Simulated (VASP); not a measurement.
# Rh (Fm-3m) in VASP: notebook

The runs below take Rh through relaxation of cell and atoms, with PBE.

Program: VASP 6.6.1. These are calculated values, not measurements. Logs are shortened: lines on timing, memory, paths and dates and some standing lists are left out, and cuts for length are marked.

### 1 The cell of the first run

Symmetry: Fm-3m, No. 225, cubic system. The conventional cell has a = 3.796 Å, b = 3.796 Å, c = 3.796 Å, α = 90.00°, β = 90.00°, γ = 90.00°. Within 3.5 Å of Rh (site symmetry m-3m) lie 12 Rh at 2.68 Å.

### 2 Relaxation of cell and atoms, PBE, target pressure 2 GPa, at which the enthalpy is minimised

The input, INCAR:

```
PREC     = Accurate       # precision mode
ENCUT    = 500            # plane-wave cutoff, eV
EDIFF    = 1E-7           # SCF threshold, eV
ISMEAR   = -1             # smearing method
SIGMA    = 0.1            # smearing width, eV
LREAL    = F              # projectors in reciprocal space
LASPH    = T              # aspherical terms in the spheres
NELM     = 120            # most SCF steps
ALGO     = Normal         # electronic algorithm
ISIF     = 3              # what is computed and relaxed
LWAVE    = F              # write WAVECAR
LCHARG   = F              # write CHGCAR
GGA      = PE             # functional
IBRION   = 2              # ionic algorithm
NSW      = 80             # ionic steps
EDIFFG   = -0.01          # ionic threshold
PSTRESS  = 20.0         
GGA_COMPAT= F            
NELMIN   = 4
```

The input, KPOINTS:

```
regular mesh
0
Gamma
  9 9 9
```

The input, POSCAR:

```
Rh
1.0
    0.0000000000      1.8978500000      1.8978500000
    1.8978500000      0.0000000000      1.8978500000
    1.8978500000      1.8978500000      0.0000000000
Rh
1
Direct
    0.0000000000      0.0000000000      0.0000000000
```

Potentials or basis: VASP PAW PBE potentials, release 64 (Rh_pv).

Command:

```bash
$ cat potpaw_PBE.64/Rh_pv/POTCAR > POTCAR
$ mpirun -np 1 vasp_std > vasp.out
```

OUTCAR:

```text
PREC = Accurate
   ENCUT = 500
   EDIFF = 1E-7
   ISMEAR = -1
   LREAL = F
   LASPH = T
   NELM = 120
   ISIF = 3
   GGA = PE
   IBRION = 2
   NSW = 80
   EDIFFG = -0.01
   PSTRESS = 20.0
   NELMIN = 4

 ion  position               nearest neighbor table
   1  0.000  0.000  0.000-

  LATTYP: Found a face centered cubic cell.
 ALAT       =     3.7957000000

  Lattice vectors:

 A1 = (   0.0000000000,   1.8978500000,   1.8978500000)
 A2 = (   1.8978500000,   0.0000000000,   1.8978500000)
 A3 = (   1.8978500000,   1.8978500000,   0.0000000000)

Analysis of symmetry for initial positions (statically):
=====================================================================
 Subroutine PRICEL returns:
 Original cell was already a primitive cell.

 Routine SETGRP: Setting up the symmetry group for a
 face centered cubic supercell.

 Subroutine GETGRP returns: Found 48 space group operations
 (whereof 48 operations were pure point group operations)
 out of a pool of 48 trial point group operations.

The static configuration has the point symmetry O_h .

Analysis of symmetry for dynamics (positions and initial velocities):
=====================================================================
 Subroutine PRICEL returns:
 Original cell was already a primitive cell.

 Routine SETGRP: Setting up the symmetry group for a
 face centered cubic supercell.

 Subroutine GETGRP returns: Found 48 space group operations
 (whereof 48 operations were pure point group operations)
 out of a pool of 48 trial point group operations.

The dynamic configuration has the point symmetry O_h .

 Subroutine INISYM returns: Found 48 space group operations
 (whereof 48 operations are pure point group operations),
 and found     1 'primitive' translations

----------------------------------------------------------------------------------------

                                     Primitive cell

  volume of cell :      13.6715

  direct lattice vectors                    reciprocal lattice vectors
     0.000000000  1.897850000  1.897850000    -0.263456016  0.263456016  0.263456016
     1.897850000  0.000000000  1.897850000     0.263456016 -0.263456016  0.263456016
     1.897850000  1.897850000  0.000000000     0.263456016  0.263456016 -0.263456016

  length of vectors
     2.683965209  2.683965209  2.683965209     0.456319205  0.456319205  0.456319205

  position of ions in fractional coordinates (direct lattice)
     0.000000000  0.000000000  0.000000000

  ion indices of the primitive-cell ions
   primitive index   ion index
                 1           1

----------------------------------------------------------------------------------------

 KPOINTS: regular mesh

Automatic generation of k-mesh.
 Grid dimensions read from file:
 generate k-points for:    9    9    9

 Generating k-lattice:

  Cartesian coordinates                     Fractional coordinates (reciprocal lattice)
    -0.029272891  0.029272891  0.029272891     0.111111111  0.000000000  0.000000000
     0.029272891 -0.029272891  0.029272891     0.000000000  0.111111111  0.000000000
     0.029272891  0.029272891 -0.029272891     0.000000000  0.000000000  0.111111111

  Length of vectors
     0.050702134  0.050702134  0.050702134

  Shift w.r.t. Gamma in fractional coordinates (k-lattice)
     0.000000000  0.000000000  0.000000000

 Subroutine IBZKPT returns following result:
 ===========================================

 Found     35 irreducible k-points:

 Following reciprocal coordinates:
            Coordinates               Weight
  0.000000  0.000000  0.000000      1.000000
  0.111111  0.000000  0.000000      8.000000
  0.222222  0.000000  0.000000      8.000000
  0.333333  0.000000  0.000000      8.000000
  0.444444  0.000000  0.000000      8.000000
  0.111111  0.111111  0.000000      6.000000
[... 16 lines left out ...]
 -0.333333  0.333333  0.000000     12.000000
  0.444444  0.444444  0.000000      6.000000
 [... further k-points ...]
   k-points           NKPTS =     35   k-points in BZ     NKDIM =     35   number of bands    NBANDS=     11
   number of dos      NEDOS =    301   number of ions     NIONS =      1
   total plane-waves  NPLWV =   8000
   dimension x,y,z NGX =    20 NGY =   20 NGZ =   20
   dimension x,y,z NGXF=    40 NGYF=   40 NGZF=   40
   ions per type =               1
   NGX,Y,Z   is equivalent  to a cutoff of  12.39, 12.39, 12.39 a.u.
   NGXF,Y,Z  is equivalent  to a cutoff of  24.78, 24.78, 24.78 a.u.
 SYSTEM =  unknown system
   PREC   = accura    normal or accurate (medium, high low for compatibility)
   ISTART =      0    job   : 0-new  1-cont  2-samecut
   ICHARG =      2    charge: 1-file 2-atom 10-const
   ISPIN  =      1    spin polarized calculation?
   LNONCOLLINEAR =      F non collinear calculations
   LSORBIT =      F    spin-orbit coupling
   LASPH  =      T    aspherical Exc in radial PAW
   ENCUT  =  500.0 eV  36.75 Ry    6.06 a.u.   4.89  4.89  4.89*2*pi/ulx,y,z
   NELM   =    120;   NELMIN=  4; NELMDL= -5     # of ELM steps
   EDIFF  = 0.1E-06   stopping-criterion for ELM
   LREAL  =      F    real-space projection
   EDIFFG = -.1E-01   stopping-criterion for IOM
   NSW    =     80    number of steps for IOM
   IBRION =      2    ionic relax: 0-MD 1-quasi-New 2-CG
   NFREE  =      1    steps in history (QN), initial steepest desc. (CG)
   ISIF   =      3    stress and relaxation
   ISYM   =      2    0-nonsym 1-usesym 2-fastsym
   POTIM  = 0.5000    time-step for ionic-motion
   TEBEG  =    0.0;   TEEND  =   0.0 temperature during run
   PSTRESS=   20.0 pullay stress
   NELECT =      15.0000    total number of electrons
   NUPDOWN=      -1.0000    fix difference up-down
   EMIN   =  10.00;   EMAX   =-10.00  energy-range for DOS
   EFERMI =   0.00;   METHOD = LEGACY
   ISMEAR =    -1;   SIGMA  =   0.10  broadening in eV -4-tet -1-fermi 0-gaus
   EFERMI_NEDOS =   21; number of points for ismear=-14 and -15
   IALGO  =     38    algorithm
   IMIX   =      4    mixing-type and parameters
     AMIX     =   0.40;   BMIX     =  1.00
     AMIX_MAG =   1.60;   BMIX_MAG =  1.00
  volume/ion in A,a.u.               =      13.67        92.26
  Fermi-wavevector in a.u.,A,eV,Ry     =   1.688496  3.190795 38.790465  2.851019
  Thomas-Fermi vector in A             =   2.770792
   LORBIT       =      0    0 simple, 1 ext, 2 COOP (PROOUT), +10 PAW based schemes
   GGA     = PE    functional components
   LHFCALC =     F    Hartree Fock is set to
   AEXX    =    0.0000 exact exchange contribution
   IVDW    =     0    specifies the selected vdW correction
   LEPSILON=     F    determine dielectric tensor
   LRPA    =     F    only Hartree local field effects (RPA)
 conjugate gradient relaxation of ions
 non-spin polarized calculation
  energy-cutoff  :      500.00
  volume of cell :       13.67
 maximum number of plane-waves:       353
   NGX =  9   NGY =  9   NGZ =  9

--------------------------------------- Ionic step        1  -------------------------------------------

 number of electron      15.0000007 magnetization

 Free energy of the ion-electron system (eV)
  ---------------------------------------------------
  ext. energy  EPLUGINS =         0.00000000
  ---------------------------------------------------
  free energy    TOTEN  =        -7.26166509 eV

  energy without entropy =       -7.22021025  energy(sigma->0) =       -7.24093767

------------------------ aborting loop because EDIFF is reached ----------------------------------------

  FORCE on cell =-STRESS in cart. coord.  units (eV):
  Direction    XX          YY          ZZ          XY          YZ          ZX
  --------------------------------------------------------------------------------------
  -------------------------------------------------------------------------------------
  Total        0.6838456      0.6838456      0.6838456      0.0000000      0.0000000      0.0000000
  in kB       80.1406685     80.1406685     80.1406685      0.0000000      0.0000000      0.0000000
  external PRESSURE =      60.1406685 kB  Pullay stress =      20.0000000 kB
[... 59 lines left out ...]
  enthalpy is  TOTEN    =        -7.0671130674 eV   P V=        0.1836530786

--------------------------------------- Ionic step        3  -------------------------------------------

 number of electron      15.0000004 magnetization

 Free energy of the ion-electron system (eV)
  ---------------------------------------------------
  ext. energy  EPLUGINS =         0.00000000
  ---------------------------------------------------
  free energy    TOTEN  =        -7.27088527 eV

  energy without entropy =       -7.22736877  energy(sigma->0) =       -7.24912702

 E-fermi :  11.5467     XC(G=0): -13.9276

 val. band max:       11.4883796156   @ k =   0.3333   0.2222   0.0000
 cond. band min:      11.5478906294   @ k =  -0.3333   0.3333   0.0000
 fundamental gap:      0.0595110139
 Fermi energy:        11.5466672211

 k-point     1 :       0.0000    0.0000    0.0000
  band No.  band energies     occupation
      1     -34.7486      2.00000
      2     -34.7486      2.00000
      3     -34.7486      2.00000
      4       3.7683      2.00000
      5       8.6069      2.00000
      6       8.6069      2.00000
      7       8.6069      2.00000
      8      10.6330      1.99978
      9      10.6330      1.99978
     10      27.6209      0.00000
     11      32.1733      0.00000
[... 309 lines left out ...]
 k-point    24 :       0.4444    0.4444    0.0000
  band No.  band energies     occupation
      1     -35.3813      2.00000
      2     -34.9953      2.00000
      3     -34.9953      2.00000
      4       5.5277      2.00000
      5       5.8768      2.00000
      6      12.0731      0.01030
      7      12.3752      0.00050
      8      12.3752      0.00050
      9      14.2002      0.00000
     10      24.4641      0.00000
     11      25.1975      0.00000

 [... further k-points ...]
[... 5 lines left out ...]
  --------------------------------------------------------------------------------------
  -------------------------------------------------------------------------------------
  Total        0.1704142      0.1704142      0.1704142      0.0000000      0.0000000      0.0000000
  in kB       19.5380834     19.5380834     19.5380834      0.0000000      0.0000000      0.0000000
  external PRESSURE =      -0.4619166 kB  Pullay stress =      20.0000000 kB
[... 16 lines left out ...]
  FREE ENERGIE OF THE ION-ELECTRON SYSTEM (eV)
  ---------------------------------------------------
  free  energy   TOTEN  =        -7.2708852691 eV

  energy  without entropy=       -7.2273687739  energy(sigma->0) =       -7.24912702

  enthalpy is  TOTEN    =        -7.0964422005 eV   P V=        0.1744430685

 reached required accuracy - stopping structural energy minimisation
```

Wall time 15 s (1 thread of Intel Xeon Platinum 8375C at 2.90GHz (Ice Lake), shared host); peak memory 0.13 GiB.

Results:

- Free energy: -7.2709 eV
- Relaxed volume: 13.97 Å³/atom
- Relaxed cell: a = 2.704 Å, b = 2.704 Å, c = 2.704 Å, α = 60.00°, β = 60.00°, γ = 60.00°
- Space group after relaxing (to 0.05 Å): Fm-3m (No. 225)
- Energy change on relaxing (the enthalpy is what falls): -9.2 meV/atom
- Ionic steps: 3
- Pressure after relaxing: 2.0 GPa

The path:
```tsv
step	energy change (eV)	largest force (eV/Å)	pressure (GPa)	volume (Å³)
1	0.0000	0.0000	8.01	13.67
2	0.0109	0.0000	-9.98	14.71
3	-0.0092	0.0000	1.95	13.97
```

Final structure:
```cif
data_structure
_symmetry_space_group_name_H-M 'P 1'
_symmetry_Int_Tables_number 1
_cell_length_a 2.7036
_cell_length_b 2.7036
_cell_length_c 2.7036
_cell_angle_alpha 60.000
_cell_angle_beta 60.000
_cell_angle_gamma 60.000
_cell_volume 13.97
loop_
_atom_site_label
_atom_site_type_symbol
_atom_site_fract_x
_atom_site_fract_y
_atom_site_fract_z
_atom_site_occupancy
Rh1 Rh 0.00000 0.00000 0.00000 1
```

Caveat: the cell is relaxed towards a set pressure, so the enthalpy falls and the energy may rise.

### 3 Relaxation of cell and atoms, PBE, target pressure 5 GPa, at which the enthalpy is minimised

The input, INCAR:

```
SYSTEM = Rh
ALGO = Normal
EDIFF = 1E-7
EDIFFG = -0.01
ENCUT = 500
GGA = PE
GGA_COMPAT = .FALSE.
IBRION = 2
ISIF = 3
ISMEAR = -1
LASPH = .TRUE.
LCHARG = .FALSE.
LREAL = .FALSE.
LWAVE = .FALSE.
NELM = 120
NELMIN = 4
NSW = 80
PREC = Accurate
PSTRESS = 50.0
SIGMA = 0.1
```

The input, KPOINTS:

```
k-points
0
G
  9 9 9
  0 0 0
```

POSCAR is that of step 2.

Potentials or basis: VASP PAW PBE potentials, release 64 (Rh_pv).

Command:

```bash
$ cat potpaw_PBE.64/Rh_pv/POTCAR > POTCAR
$ mpirun -np 1 vasp_std > vasp.out
```

Run time: 18 s. Hardware: 1 thread of Intel Xeon Platinum 8375C at 2.90GHz (Ice Lake), shared host; peak memory 0.13 GiB.

Results (log left out):

```yaml
Free_energy: -7.2675 eV
Relaxed_volume: 13.82 Å³/atom
Relaxed_cell: a = 2.693 Å, b = 2.693 Å, c = 2.693 Å, α = 60.00°, β = 60.00°, γ = 60.00°
Space_group_after_relaxing_to_0.05_Å: Fm-3m (No. 225)
Energy_change_on_relaxing_the_enthalpy_is_what_falls: -5.9 meV/atom
Ionic_steps: 3
Pressure_after_relaxing: 5.0 GPa
```

The path:
```
step  energy change (eV)  largest force (eV/Å)  pressure (GPa)  volume (Å³)
   1              0.0000                0.0000            8.01        13.67
   2             -0.0092                0.0000           -1.92        14.19
   3             -0.0059                0.0000            4.98        13.82
```

Final structure:
```
CELL_PARAMETERS angstrom
0.00000 1.90454 1.90454
1.90454 0.00000 1.90454
1.90454 1.90454 0.00000
ATOMIC_POSITIONS crystal
Rh 0.00000 0.00000 0.00000
```

Levels at points of the mesh, in eV from the Fermi level:
```tsv
k point	band 4	band 5	band 6	band 7	band 8	band 9	band 10	band 11
(0.00, 0.00, 0.00)	-7.86	-2.99	-2.99	-2.99	-0.93	-0.93	16.07	20.59
```

Caveat: the cell is relaxed towards a set pressure, so the enthalpy falls and the energy may rise.

### 4 Relaxation of cell and atoms, PBE, target pressure 10 GPa, at which the enthalpy is minimised

The input, INCAR:

```
  PREC = Accurate
  ENCUT = 500
  EDIFF = 1E-7
  ISMEAR = -1
  SIGMA = 0.1
  LREAL = F
  LASPH = T
  NELM = 120
  ALGO = Normal
  ISIF = 3
  LWAVE = F
  LCHARG = F
  GGA = PE
  IBRION = 2
  NSW = 80
  EDIFFG = -0.01
  PSTRESS = 100.0
  GGA_COMPAT = F
  NELMIN = 4
```

The input, KPOINTS:

```
regular mesh
0
Gamma
  9 9 9
```

POSCAR is that of step 3.

Command:

```bash
$ cat potpaw_PBE.64/Rh_pv/POTCAR > POTCAR
$ mpirun -np 1 vasp_std > vasp.out
```

It took 17 s on 1 thread of Intel Xeon Platinum 8375C at 2.90GHz (Ice Lake), shared host; peak memory 0.13 GiB.

Results (log left out):

```yaml
Free_energy: -7.2566 eV
Relaxed_volume: 13.58 Å³/atom
Relaxed_cell: a = 2.678 Å, b = 2.678 Å, c = 2.678 Å, α = 60.00°, β = 60.00°, γ = 60.00°
Space_group_after_relaxing_to_0.05_Å: Fm-3m (No. 225)
Energy_change_on_relaxing_the_enthalpy_is_what_falls: +5.1 meV/atom
Ionic_steps: 3
Pressure_after_relaxing: 10.0 GPa
```

The path:
```csv
step,energy change (eV),largest force (eV/Å),pressure (GPa),volume (Å³)
1,0.0000,0.0000,8.01,13.67
2,0.0244,0.0000,15.71,13.34
3,0.0051,0.0000,10.00,13.58
```

Final structure:
```cif
data_structure
_symmetry_space_group_name_H-M 'P 1'
_symmetry_Int_Tables_number 1
_cell_length_a 2.6780
_cell_length_b 2.6780
_cell_length_c 2.6780
_cell_angle_alpha 60.000
_cell_angle_beta 60.000
_cell_angle_gamma 60.000
_cell_volume 13.58
loop_
_atom_site_label
_atom_site_type_symbol
_atom_site_fract_x
_atom_site_fract_y
_atom_site_fract_z
_atom_site_occupancy
Rh1 Rh 0.00000 0.00000 0.00000 1
```

Levels at points of the mesh, in eV from the Fermi level:
| k point | band 5 | band 6 | band 7 | band 8 | band 9 | band 10 | band 11 |
| --- | --- | --- | --- | --- | --- | --- | --- |
| (0.00, 0.00, 0.00) | -3.07 | -3.07 | -3.07 | -0.95 | -0.95 | 16.06 | 20.54 |

Caveat: the cell is relaxed towards a set pressure, so the enthalpy falls and the energy may rise.

### 5 Summary

| cell | gap on the mesh (eV) | pressure (GPa) |
| --- | --- | --- |
| relaxed to 2 GPa | none | 2.0 |
| relaxed to 5 GPa | none | 5.0 |
| relaxed to 10 GPa | none | 10.0 |

Alike in all rows: task relaxation of cell and atoms; level PBE; potentials or basis VASP PAW PBE potentials, release 64 (Rh_pv); no spin polarisation; k mesh 9 × 9 × 9; cutoff (eV) 500; smearing fermi-dirac 0.1 eV.

Caveats: the cell is relaxed towards a set pressure, so the enthalpy falls and the energy may rise.

Absolute energies hang on the potentials; compare differences alone.
